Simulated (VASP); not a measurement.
Runs of VASP 6.6.1 on Pd. The structure is that of space group Fm-3m (No. 225), or close to it. The cells are those of the table. 

| task | level | potentials or basis | cell | k mesh | cutoff (eV) | gap on the mesh (eV) | pressure (GPa) | relaxed volume (Å³/atom) |
| --- | --- | --- | --- | --- | --- | --- | --- | --- |
| relaxation of cell and atoms | PBEsol | VASP PAW PBE potentials, release 64 (Pd) | relaxed from a = 2.751 Å, angles 60.0°, 1 atom | 24 × 24 × 24 | 600 | none | 0.0 | (a) |
| single point | PBEsol | VASP PAW PBE potentials, release 64 (Pd) | a = 2.751 Å, angles 60.0°, 1 atom | 35 × 35 × 35 | 520 | none | (b) | - |
| relaxation of cell and atoms | LDA | VASP PAW LDA potentials, release 64 (Pd) | relaxed from a = 2.751 Å, angles 60.0°, 1 atom | 24 × 24 × 24 | 600 | none | 0.0 | 14.16 |
| single point | r2SCAN | VASP PAW PBE potentials, release 64 (Pd) | a = 2.765 Å, angles 60.0°, 1 atom | 24 × 24 × 24 | 520 | none | 0.3 | - |
| relaxation of cell and atoms | PBE | VASP PAW PBE potentials, release 64 (Pd) | relaxed from a = 2.751 Å, angles 60.0°, 1 atom | 24 × 24 × 24 | 600 | none | 0.0 | 15.28 |

Alike in all rows: no spin polarisation; smearing methfessel-paxton 0.1 eV.

Problem. Estimate the missing entries.

Solution. (a) 14.52; (b) -2.7.

Caveats: the PAW data sets were made with another functional, which shifts forces and pressure a little (at least some runs).

A k mesh can miss the band edges, and the runs leave out spin-orbit coupling on Pd.

A gap of «none» marks levels without a gap at the run's occupations.
